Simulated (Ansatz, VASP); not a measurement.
## CuO in VASP and in Ansatz

```
Cu O
1.0
     0.00000    2.26180    2.26180
     2.26180    0.00000    2.26180
     2.26180    2.26180    0.00000
Cu O
1 1
Direct
  0.00000 0.00000 0.00000
  0.25000 0.25000 0.25000
```

Alike in both runs: task electric field gradients; functional PBE; k mesh 16 × 16 × 16; occupations fermi-dirac, width 0.05 eV; no spin polarisation.

```csv
,VASP,Ansatz
version,VASP 6.6.1,Ansatz 0.2.0
potentials or method,"VASP PAW PBE potentials, release 64 (Cu, O), cutoff 520 eV","all-electron PAW with datasets made for the crystal, scalar-relativistic"
```

```tsv
	VASP	Ansatz	Ansatz less VASP
pressure (GPa)	0.7	0.0	-0.63
```

Ansatz ran all-electron here, and VASP with PAW potentials.
